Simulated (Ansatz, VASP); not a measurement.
## B in VASP and in Ansatz

```
B
1.0
     2.88568    0.00000    0.00000
    -1.44284    2.49908    0.00000
     0.00000    0.00000   11.83167
B
12
Direct
  0.00000 0.00000 0.12411
  0.00000 0.00000 0.62411
  0.00000 0.00000 0.37589
  0.00000 0.00000 0.87589
  0.33333 0.66667 0.54332
  0.66667 0.33333 0.04332
  0.33333 0.66667 0.95668
  0.66667 0.33333 0.45668
  0.33333 0.66667 0.67854
  0.66667 0.33333 0.17854
  0.33333 0.66667 0.82146
  0.66667 0.33333 0.32146
```

Alike in both runs: task relaxation of cell and atoms; functional PBE; k mesh 12 × 12 × 4; occupations gaussian, width 0.1 eV; no spin polarisation.

```csv
,VASP,Ansatz
version,VASP 6.6.1,Ansatz 0.2.0
potentials or method,"VASP PAW PBE potentials, release 64 (B), cutoff 600 eV","scalar-relativistic, plane waves, PAW"
valence electrons in the cell,36,36
```

```csv
,VASP,Ansatz,Ansatz less VASP
"gap on the k mesh at the Fermi level, each at its own relaxed structure (eV)",none,none,-
relaxed volume (Å³/atom),7.09,7.09,0.000
relaxed length of the cell vector where the two differ most in proportion (Å),2.876,2.876,+0.0001
```

A gap of «none» marks a metal or a gap that the smearing closes.
